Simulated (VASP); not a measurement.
Write the native input for VASP 6.6.1 that does the following.

```yaml
Task: single point
Functional: PBE
Potentials_or_basis: VASP PAW PBE potentials, release 64 (Zr_sv, B)
Cutoff: 520 eV
k_mesh: 10 × 10 × 7
Occupations: gaussian, width 0.029 eV
Spin: no spin polarisation
Dipole_correction: no
Further_INCAR_settings: ALGO = Normal; EDIFF = 1e-07; NBANDS = 14
```

The structure of ZrB lies in POSCAR:

```
ZrB
1.0
    1.9614334600     -1.9857162700      0.0000000000
    1.9614334600      1.9857162700      0.0000000000
    0.0000000000      0.0000000000      4.0139456300
Zr B
1 1
Direct
    0.0000000000      0.0000000000      0.5000000000
    0.5000000000      0.5000000000      0.5000000000
```

These files were run (other wordings do the same):

INCAR

```
PREC = Accurate
ENCUT = 520
EDIFF = 1E-7
ISMEAR = 0
SIGMA = 0.028999999999999998
LREAL = F
LASPH = T
NELM = 80
ALGO = Normal
ISIF = 2
LWAVE = F
LCHARG = T
GGA = PE
LELF = T
LVHAR = T
NBANDS = 14
```

KPOINTS

```
regular mesh
0
Gamma
  10 10 7
```

Potentials or basis: VASP PAW PBE potentials, release 64 (Zr_sv, B).

Launch:

```bash
$ cat potpaw_PBE.64/Zr_sv/POTCAR potpaw_PBE.64/B/POTCAR > POTCAR
$ mpirun -np 1 vasp_std > vasp.out
```

It gave:

```
Pressure               : 76.5 GPa
Band gap on the k mesh : zero (an odd number of electrons rules out a gap without spin polarisation)
```

Caveat: the cell stands under pressure.

It took 54 s on 1 thread of Intel Xeon 8259CL (shared host), peak memory 0.19 GiB.
